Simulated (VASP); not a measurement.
# WS (Pm-3m) in VASP: further runs, part 2 of 2

VASP 6.6.1.

## (3) Density of states, RPBE

POSCAR reads:

```
WS
1.0
    3.0078900000      0.0000000000      0.0000000000
    0.0000000000      3.0078900000      0.0000000000
    0.0000000000      0.0000000000      3.0078900000
W S
1 1
Direct
    0.5000000000      0.5000000000      0.5000000000
    0.0000000000      0.0000000000      0.0000000000
```

INCAR.step1 reads:

```
SYSTEM = WS
PREC = Accurate
ENCUT = 520
EDIFF = 1E-6
ISMEAR = -1
SIGMA = 0.05
LREAL = .False.
LASPH = .True.
NELM = 60
ALGO = Normal
ISIF = 2
LWAVE = .False.
LCHARG = .True.
LMAXMIX = 4
GGA = RP
NBANDS = 17
```

KPOINTS.step1 reads:

```
Automatic mesh
0
Gamma
  5 5 5
  0 0 0
```

INCAR.step2 reads:

```
SYSTEM = WS
PREC = Accurate
ENCUT = 520
EDIFF = 1E-6
ISMEAR = -5
SIGMA = 0.05
LREAL = .False.
LASPH = .True.
NELM = 60
ALGO = Normal
ISIF = 2
LWAVE = .False.
LCHARG = .False.
LMAXMIX = 4
GGA = RP
LORBIT = 10
NBANDS = 17
NEDOS = 1001
ICHARG = 11
```

KPOINTS.step2 reads:

```
Automatic mesh
0
Gamma
  8 8 8
  0 0 0
```

Potentials or basis: VASP PAW PBE potentials, release 64 (W_sv, S).

Launch:

```sh
> cat potpaw_PBE.64/W_sv/POTCAR potpaw_PBE.64/S/POTCAR > POTCAR
> cp INCAR.step1 INCAR
> cp KPOINTS.step1 KPOINTS
> mpirun -np 1 vasp_std > vasp.out
> cp INCAR.step2 INCAR
> cp KPOINTS.step2 KPOINTS
> mpirun -np 1 vasp_std > vasp.out
```

OUTCAR:

```text
SYSTEM = WS
   PREC = Accurate
   ENCUT = 520
   EDIFF = 1E-6
   ISMEAR = -5
   LREAL = .False.
   LASPH = .True.
   NELM = 60
   ISIF = 2
   GGA = RP
   LORBIT = 10
   ICHARG = 11

 ion  position               nearest neighbor table
   1  0.500  0.500  0.500-   2 2.60   2 2.60   2 2.60   2 2.60   2 2.60   2 2.60   2 2.60   2 2.60

   2  0.000  0.000  0.000-   1 2.60   1 2.60   1 2.60   1 2.60   1 2.60   1 2.60   1 2.60   1 2.60

  LATTYP: Found a simple cubic cell.
 ALAT       =     3.0078900000

  Lattice vectors:

 A1 = (   3.0078900000,   0.0000000000,   0.0000000000)
 A2 = (   0.0000000000,   3.0078900000,   0.0000000000)
 A3 = (   0.0000000000,   0.0000000000,   3.0078900000)

Analysis of symmetry for initial positions (statically):
=====================================================================
 Subroutine PRICEL returns:
 Original cell was already a primitive cell.

 Routine SETGRP: Setting up the symmetry group for a
 simple cubic supercell.

 Subroutine GETGRP returns: Found 48 space group operations
 (whereof 48 operations were pure point group operations)
 out of a pool of 48 trial point group operations.

The static configuration has the point symmetry O_h .

Analysis of symmetry for dynamics (positions and initial velocities):
=====================================================================
 Subroutine PRICEL returns:
 Original cell was already a primitive cell.

 Routine SETGRP: Setting up the symmetry group for a
 simple cubic supercell.

 Subroutine GETGRP returns: Found 48 space group operations
 (whereof 48 operations were pure point group operations)
 out of a pool of 48 trial point group operations.

The dynamic configuration has the point symmetry O_h .

 Subroutine INISYM returns: Found 48 space group operations
 (whereof 48 operations are pure point group operations),
 and found     1 'primitive' translations

----------------------------------------------------------------------------------------
[... 116 lines left out ...]
  volume/ion in A,a.u.               =      13.61        91.82
  Fermi-wavevector in a.u.,A,eV,Ry     =   1.477371  2.791826 29.696414  2.182625
  Thomas-Fermi vector in A             =   2.591783
   LORBIT       =     10    0 simple, 1 ext, 2 COOP (PROOUT), +10 PAW based schemes
   GGA     = RP    functional components
   LHFCALC =     F    Hartree Fock is set to
   AEXX    =    0.0000 exact exchange contribution
   IVDW    =     0    specifies the selected vdW correction
   LEPSILON=     F    determine dielectric tensor
   LRPA    =     F    only Hartree local field effects (RPA)
 non-spin polarized calculation
 Fermi weights with tetrahedron method with Bloechl corrections
  energy-cutoff  :      520.00
  volume of cell :       27.21
 maximum number of plane-waves:       756
 NGX is ok and might be reduce to    24

 number of electron      19.9999996 magnetization

 Free energy of the ion-electron system (eV)
  ---------------------------------------------------
  ext. energy  EPLUGINS =         0.00000000
  ---------------------------------------------------
  free energy    TOTEN  =       -15.58169681 eV

  energy without entropy =      -15.58169681  energy(sigma->0) =      -15.58169681

 E-fermi :  12.7689     XC(G=0): -13.2106

 val. band max:       12.9728636809   @ k =   0.5000   0.5000   0.3750
 cond. band min:      12.8096231641   @ k =   0.5000   0.3750   0.2500
 fundamental gap:     -0.1632405169
 Fermi energy:        12.7688832742

 k-point     1 :       0.0000    0.0000    0.0000
  band No.  band energies     occupation
      1     -61.7650      2.00000
      2     -25.8484      2.00000
      3     -25.8484      2.00000
      4     -25.8484      2.00000
      5      -4.8988      2.00000
      6       8.1486      2.00000
[... 457 lines left out ...]
      4     -25.8348      2.00000
      5      -2.1779      2.00000
      6       4.7375      2.00000
[... 9 lines left out ...]
     16      23.4311      0.00000
     17      24.1822      0.00000

 [... further k-points ...]
[... 5 lines left out ...]
  --------------------------------------------------------------------------------------
  -------------------------------------------------------------------------------------
  Total        0.5583759      0.5583759      0.5583759      0.0000000      0.0000000     -0.0000000
  in kB       32.8739126     32.8739126     32.8739126      0.0000000      0.0000000     -0.0000000
  external PRESSURE =      32.8739126 kB  Pullay stress =       0.0000000 kB

 VOLUME and BASIS-vectors are now :
 -----------------------------------------------------------------------------
  energy-cutoff  :      520.00
  volume of cell :       27.21
      direct lattice vectors                 reciprocal lattice vectors
     3.007890000  0.000000000  0.000000000     0.332458966  0.000000000  0.000000000
     0.000000000  3.007890000  0.000000000     0.000000000  0.332458966  0.000000000
     0.000000000  0.000000000  3.007890000     0.000000000  0.000000000  0.332458966

 POSITION                                       TOTAL-FORCE (eV/Angst)
 -----------------------------------------------------------------------------------
      1.50395      1.50395      1.50395         0.000000      0.000000      0.000000
      0.00000      0.00000      0.00000         0.000000      0.000000      0.000000
 -----------------------------------------------------------------------------------
    total drift:                                0.000000     -0.000000     -0.000000

  FREE ENERGIE OF THE ION-ELECTRON SYSTEM (eV)
  ---------------------------------------------------
  free  energy   TOTEN  =       -15.5816968113 eV

  energy  without entropy=      -15.5816968113  energy(sigma->0) =      -15.58169681

 total charge

# of ion       s       p       d       tot
------------------------------------------
    1        2.297   6.248   3.471  12.016
    2        1.318   2.298   0.000   3.616
--------------------------------------------------
tot          3.615   8.546   3.471  15.632
```

Run time: 15 s. Hardware: 1 thread of Intel Xeon 8259CL, shared host; peak memory 0.14 GiB.

What came out:

```
Valence electrons inside the program's atomic spheres : W 12.02; S 3.62
```

Levels at points of the mesh, in eV from the Fermi level:
```csv
k point,band 6,band 7,band 8,band 9,band 10,band 11,band 12,band 13,band 14,band 15
"(0.00, 0.00, 0.00)",-4.62,-4.62,-2.93,-2.93,-2.93,1.13,1.13,1.13,2.36,9.50
"(0.50, 0.00, 0.00)",-10.44,-4.71,-4.71,-3.30,1.80,2.73,4.25,4.60,4.60,5.73
"(0.50, 0.50, 0.00)",-7.17,-7.17,-4.55,-1.61,-1.23,-1.23,0.52,3.56,5.09,10.80
"(0.50, 0.50, 0.50)",-8.90,-8.90,-8.90,2.41,2.41,2.41,3.74,3.74,5.63,5.63
```

Caveat: the k points lie up to 0.42 Å⁻¹ apart; the PAW data sets were made with another functional, which shifts forces and pressure a little; spin-orbit coupling is left out, which moves the levels of the heavy elements; tetrahedron occupations give inexact forces and stress in metals.

## (4) Density of states, BLYP

POSCAR is that of step 3.

INCAR.step1 reads:

```
SYSTEM = WS
PREC     = Accurate       ! precision mode
ENCUT    = 520            ! plane-wave cutoff, eV
EDIFF    = 1E-6           ! SCF threshold, eV
ISMEAR   = -1             ! smearing method
SIGMA    = 0.05           ! smearing width, eV
LREAL    = .FALSE.        ! projectors in reciprocal space
LASPH    = .TRUE.         ! aspherical terms in the spheres
NELM     = 100            ! most SCF steps
ALGO     = Normal         ! electronic algorithm
ISIF     = 2              ! what is computed and relaxed
LWAVE    = .FALSE.        ! write WAVECAR
LCHARG   = .TRUE.         ! write CHGCAR
LMAXMIX  = 4              ! l up to which the mixer works
GGA      = B5             ! functional
ALDAX    = 1.0          
AGGAX    = 1.0          
AGGAC    = 1.0          
ALDAC    = 0.0          
NBANDS   = 17             ! bands
```

KPOINTS.step1 reads:

```
Automatic mesh
0
G
  5 5 5
  0 0 0
```

INCAR.step2 reads:

```
SYSTEM = WS
PREC     = Accurate       ! precision mode
ENCUT    = 520            ! plane-wave cutoff, eV
EDIFF    = 1E-6           ! SCF threshold, eV
ISMEAR   = -5             ! smearing method
SIGMA    = 0.05           ! smearing width, eV
LREAL    = .FALSE.        ! projectors in reciprocal space
LASPH    = .TRUE.         ! aspherical terms in the spheres
NELM     = 100            ! most SCF steps
ALGO     = Normal         ! electronic algorithm
ISIF     = 2              ! what is computed and relaxed
LWAVE    = .FALSE.        ! write WAVECAR
LCHARG   = .FALSE.        ! write CHGCAR
LMAXMIX  = 4              ! l up to which the mixer works
GGA      = B5             ! functional
ALDAX    = 1.0          
AGGAX    = 1.0          
AGGAC    = 1.0          
ALDAC    = 0.0          
LORBIT   = 10             ! projections on sites
NEDOS    = 1001           ! points of the DOS
ICHARG   = 11             ! starting density
```

KPOINTS.step2 reads:

```
Automatic mesh
0
G
  8 8 8
  0 0 0
```

Launch:

```sh
> cat potpaw_PBE.64/W_sv/POTCAR potpaw_PBE.64/S/POTCAR > POTCAR
> cp INCAR.step1 INCAR
> cp KPOINTS.step1 KPOINTS
> mpirun -np 1 vasp_std > vasp.out
> cp INCAR.step2 INCAR
> cp KPOINTS.step2 KPOINTS
> mpirun -np 1 vasp_std > vasp.out
```

Wall time 26 s (1 thread of Intel Xeon 8259CL, shared host); peak memory 0.14 GiB.

The run converged. Its results:

```yaml
Valence_electrons_inside_the_program's_atomic_spheres: W 12.07; S 3.68
```

Levels at points of the mesh, in eV from the Fermi level:
```tsv
k point	band 7	band 8	band 9	band 10	band 11	band 12	band 13	band 14
(0.00, 0.00, 0.00)	-4.56	-2.96	-2.96	-2.96	1.03	1.03	1.03	2.37
(0.50, 0.00, 0.00)	-4.76	-4.76	-3.32	1.69	2.58	4.45	4.45	4.63
(0.50, 0.50, 0.00)	-7.02	-4.46	-1.71	-1.26	-1.26	0.47	3.42	5.05
(0.50, 0.50, 0.50)	-8.81	-8.81	2.70	2.70	2.70	3.60	3.60	5.47
```

Caveat: the k points lie up to 0.42 Å⁻¹ apart; the PAW data sets were made with another functional, which shifts forces and pressure a little; spin-orbit coupling is left out, which moves the levels of the heavy elements; tetrahedron occupations give inexact forces and stress in metals.
